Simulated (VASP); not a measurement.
A run of VASP 6.6.1 is set up as follows.

POSCAR

```
S
1.0
    4.6540176212      0.0000000000      0.0000000000
   -2.3270088106      4.0304974896      0.0000000000
    0.0000000000      0.0000000000      4.3939775161
S
3
Direct
    0.1811708405      0.0000000000      0.3333333333
    0.0000000000      0.1811708405      0.6666666667
    0.8188291595      0.8188291595      0.0000000000
```

INCAR.step1

```
SYSTEM = S
PREC = Accurate
ENCUT = 520
ISMEAR = 0
SIGMA = 0.02
LREAL = .FALSE.
LASPH = .TRUE.
NELM = 80
NBANDS = 16
GGA = PE
ALGO = Normal
EDIFF = 1E-4
LWAVE = .TRUE.
LCHARG = .FALSE.
```

INCAR.step2

```
SYSTEM = S
PREC = Accurate
ENCUT = 520
EDIFF = 1E-6
ISMEAR = 0
SIGMA = 0.02
LREAL = .FALSE.
LASPH = .TRUE.
NELM = 80
ALGO = Normal
ISIF = 2
LWAVE = .FALSE.
LCHARG = .FALSE.
METAGGA = R2SCAN
LMIXTAU = .TRUE.
NBANDS = 16
ISTART = 1
```

The input KPOINTS:

```
regular mesh
0
G
  9 9 6
  0 0 0
```

Potentials or basis: VASP PAW PBE potentials, release 64 (S).

The run is started by

```console
$ cat potpaw_PBE.64/S/POTCAR > POTCAR
$ cp INCAR.step1 INCAR
$ mpirun -np 1 vasp_std > vasp.out
$ cp INCAR.step2 INCAR
$ mpirun -np 1 vasp_std > vasp.out
```

Q: Estimate the band gap on the k mesh.

A: 2.50 eV, indirect (least direct gap 2.70 eV).

Q: Predict the largest force.

A: 0.125 eV/Å.

Forces on the atoms (eV/Å):
```
S   -0.125  0.000  0.000
S    0.063 -0.108  0.000
S    0.063  0.108  0.000
```

Caveat: the PAW data sets were made with another functional, which shifts forces and pressure a little. r2SCAN opens gaps a little over a GGA but as a rule still falls short of measured ones.
